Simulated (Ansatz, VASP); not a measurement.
Two plane-wave programs on InP

```
In P
1.0
     0.00000    2.68702    3.03378
     3.03378    0.00000    3.03378
     3.03378    2.68702    0.00000
In P
1 1
Cartesian
  0.0000 0.0000 0.0000
  4.5507 4.0305 4.5507
```

Alike in both runs: task single point; functional LDA; k mesh 12 × 12 × 12; occupations gaussian, width 0.05 eV; no spin polarisation.

|  | VASP | Ansatz |
| --- | --- | --- |
| version | VASP 6.6.1 | Ansatz 0.2.0 |
| potentials or method | VASP PAW LDA potentials, release 64 (In_d, P), cutoff 520 eV | scalar-relativistic, plane waves, PAW |
| valence electrons in the cell | 18 | 18 |

|  | VASP | Ansatz | Ansatz less VASP |
| --- | --- | --- | --- |
| gap on the k mesh at the Fermi level (eV) | 0.24 | 0.21 | -0.032 |
| least direct gap on the mesh (eV) | 0.24 | 0.21 | -0.032 |
| pressure (GPa) | -0.4 | -0.4 | -0.02 |
| traceless stress, the component that is largest in VASP (GPa) | 2.76 | 2.76 | +0.007 |

Ansatz warns that its potentials were made for another functional, while VASP's fit it. LDA's correlation is that of Perdew and Zunger in VASP and of Perdew and Wang (1992) in Ansatz.
